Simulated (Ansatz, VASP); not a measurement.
**Two plane-wave programs on AlFe**

```
CELL_PARAMETERS angstrom
2.86857 0.00000 0.00000
0.00000 2.86857 0.00000
0.00000 0.00000 2.86857
ATOMIC_POSITIONS crystal
Fe 0.00000 0.00000 0.00000
Al 0.50000 0.50000 0.50000
```

Alike in both runs: functional PBE; k mesh 14 × 14 × 14; occupations gaussian, width 0.1 eV; no spin polarisation.

Ansatz relaxed the structure, and its values are those at the end. VASP's run is a single point on that final structure, the one shown.

```csv
,VASP,Ansatz
version,VASP 6.6.1,Ansatz 0.2.0
potentials or method,"VASP PAW PBE potentials, release 64 (Fe, Al), cutoff 600 eV","scalar-relativistic, plane waves, PAW"
valence electrons in the cell,11,19
```

```tsv
	VASP	Ansatz	Ansatz less VASP
gap on the k mesh at the Fermi level (eV)	none	none	-
pressure (GPa)	0.0	0.0	-0.02
```

A gap of «none» marks a metal or a gap that the smearing closes. VASP's potentials hold 11 valence electrons a cell and Ansatz's 19, so a difference there can come from the potentials and not from the codes.
